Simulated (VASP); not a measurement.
Wanted: the native input for a VASP 6.6.1 run.

| Item | Value |
| --- | --- |
| Task | relaxation of cell and atoms |
| Functional | PBE |
| Potentials or basis | VASP PAW PBE potentials, release 64 (In_d, C, Au, N) |
| Cutoff | 600 eV |
| k mesh | 4 × 4 × 4 |
| Occupations | gaussian, width 0.1 eV |
| Spin | no spin polarisation |
| Dipole correction | no |
| Further INCAR settings | ALGO = Normal; EDIFF = 1e-06; IBRION = 2; EDIFFG = -0.04; NSW = 90; ISIF = 3 |

The structure of InAuC4N4 lies in POSCAR:

```
InAuC4N4
1.0
    5.9796167400      0.0000000000      0.0000000000
    0.0000000000      5.9796167400      0.0000000000
    0.0000000000      0.0000000000      5.9796167400
In C Au N
1 4 1 4
Direct
    0.0000000000      0.0000000000      0.0000000000
    0.1932026600      0.1932026600      0.1932026600
    0.1932026600      0.8067973400      0.8067973400
    0.8067973400      0.1932026600      0.8067973400
    0.8067973400      0.8067973400      0.1932026600
    0.5000000000      0.5000000000      0.5000000000
    0.3061697400      0.3061697400      0.3061697400
    0.3061697400      0.6938302600      0.6938302600
    0.6938302600      0.3061697400      0.6938302600
    0.6938302600      0.6938302600      0.3061697400
```

The input as run:

INCAR

```
ALGO     = Normal         # electronic algorithm
EDIFF    = 1E-6           # SCF threshold, eV
EDIFFG   = -0.04          # ionic threshold
ENCUT    = 600            # plane-wave cutoff, eV
GGA      = PE             # functional
IBRION   = 2              # ionic algorithm
ISIF     = 3              # what is computed and relaxed
ISMEAR   = 0              # smearing method
LASPH    = True           # aspherical terms in the spheres
LCHARG   = False          # write CHGCAR
LREAL    = False          # projectors in reciprocal space
LWAVE    = False          # write WAVECAR
NELM     = 60             # most SCF steps
NSW      = 90             # ionic steps
PREC     = Accurate       # precision mode
SIGMA    = 0.1            # smearing width, eV
```

KPOINTS

```
k-points
0
Gamma
  4 4 4
```

Potentials or basis: VASP PAW PBE potentials, release 64 (In_d, C, Au, N).

Command:

```bash
$ cat potpaw_PBE.64/In_d/POTCAR potpaw_PBE.64/C/POTCAR potpaw_PBE.64/Au/POTCAR potpaw_PBE.64/N/POTCAR > POTCAR
$ mpirun -np 1 vasp_std > vasp.out
```

It gave:

```json
{
 "Relaxed volume": "25.74 Å³/atom",
 "Relaxed cell": "a = 6.361 Å, b = 6.361 Å, c = 6.361 Å, α = 90.00°, β = 90.00°, γ = 90.00°",
 "Space group after relaxing (to 0.1 Å)": "P-43m (No. 215)",
 "Pressure after relaxing": "0.2 GPa",
 "Largest force after relaxing": "0.018 eV/Å",
 "Band gap on the k mesh": "3.68 eV (least direct gap 3.70 eV)"
}
```

Caveat: the volume moved by over 15 % at a fixed basis, so the end points are rough; spin-orbit coupling is left out, which moves the levels of the heavy elements.

Run time: 9.6 min on 1 thread of Intel(R) Xeon(R) 6975P-C (Granite Rapids), with other jobs on the host, peak memory 0.41 GiB.
